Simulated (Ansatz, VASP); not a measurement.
One calculation of WS2, two programs

File INCAR:

```
SYSTEM = WS2
PREC = Accurate
ENCUT = 520
EDIFF = 1E-6
ISMEAR = -1
SIGMA = 0.05
LREAL = .FALSE.
LASPH = .TRUE.
NELM = 150
ALGO = Normal
ISIF = 2
LWAVE = .FALSE.
LCHARG = .FALSE.
LMAXMIX = 4
LDAU = .TRUE.
LDAUTYPE = 2
LDAUL = 2 -1
LDAUU = 6 0
LDAUJ = 0 0
LDAUPRINT = 1
GGA = PS
NBANDS = 35
```

The input KPOINTS:

```
regular mesh
0
G
  10 10 3
  0 0 0
```

The input POSCAR:

```
WS2
1.0
    3.1800000000      0.0000000000      0.0000000000
   -1.5900000000      2.7539607840      0.0000000000
    0.0000000000      0.0000000000     12.5000000000
W S
2 4
Direct
    0.6666666667      0.3333333333      0.7500000000
    0.3333333333      0.6666666667      0.2500000000
    0.6666666667      0.3333333333      0.3750000000
    0.3333333333      0.6666666667      0.8750000000
    0.6666666667      0.3333333333      0.1250000000
    0.3333333333      0.6666666667      0.6250000000
```

Contents of input.yaml:

```yaml
crystal:
  lattice:
    - [3.18, 0.0, 0.0]
    - [-1.59, 2.753960784, 0.0]
    - [0.0, 0.0, 12.5]
  atoms:
    - { symbol: W, position: [0.6666666667, 0.3333333333, 0.75] }
    - { symbol: W, position: [0.3333333333, 0.6666666667, 0.25] }
    - { symbol: S, position: [0.6666666667, 0.3333333333, 0.375] }
    - { symbol: S, position: [0.3333333333, 0.6666666667, 0.875] }
    - { symbol: S, position: [0.6666666667, 0.3333333333, 0.125] }
    - { symbol: S, position: [0.3333333333, 0.6666666667, 0.625] }
hamiltonian:
  xc: pbesol
  pseudopotentials: { kind: paw }
  hubbard: { sites: [{ species: W, l: d, u_eff: 6.0 }] }
kpoints:
  mp_grid: { grid: [10, 10, 3] }
  band_path:
    path:
      - [[0.0, 0.0, 0.0], [0.5, 0.0, 0.0], [0.3333333333, 0.3333333333, 0.0], [0.0, 0.0, 0.0], [0.0, 0.0, 0.5], [0.5, 0.0, 0.5], [0.3333333333, 0.3333333333, 0.5], [0.0, 0.0, 0.5]]
      - [[0.5, 0.0, 0.5], [0.5, 0.0, 0.0]]
      - [[0.3333333333, 0.3333333333, 0.0], [0.3333333333, 0.3333333333, 0.5]]
    npoints: 14
scf:
  occupations: { method: fermi_dirac, width: 0.05 }
  n_extra_bands: 15
output:
  forces: true
  stress: true
  eigenvalues: true
  fatbands: false
  write_density: true
  write_potential: true
  elf: true
  volumetric_format: npy
```

Alike in both runs: functional PBEsol; k mesh 10 × 10 × 3; occupations fermi-dirac, width 0.05 eV; no spin polarisation; Hubbard terms W d U = 6.0 eV.

|  | VASP | Ansatz |
| --- | --- | --- |
| version | VASP 6.6.1 | Ansatz 0.2.0 |
| potentials or method | VASP PAW PBE potentials, release 64 (W_sv, S) | Ansatz PAW |
| plane-wave cutoff (eV) | 520 | 420 |
| valence electrons in the cell | 52 | 52 |
| task | single point | band structure |

|  | VASP | Ansatz | Ansatz less VASP |
| --- | --- | --- | --- |
| gap on the k mesh at the Fermi level (eV) | 1.12 | 1.21 | +0.086 |
| least direct gap on the mesh (eV) | 1.98 | 1.70 | -0.286 |
| pressure (GPa) | 2.5 | -2.1 | -4.60 |
| traceless stress, the component that is largest in VASP (GPa) | 1.94 | 1.20 | -0.738 |
| rms of the force components (eV/Å) | 0.213 | 0.058 | -0.1547 |

VASP's potentials were made for PBE, not for PBEsol. The programs project onto different local orbitals, so the same U acts differently, and such runs can settle in different states. Atom by atom the forces differ by 0.271 eV/Å (rms over components).

Neither program's run includes spin-orbit coupling. Noted on Ansatz's run: the k mesh misses the band edges, so the gap on the mesh is wider than the one along the path.
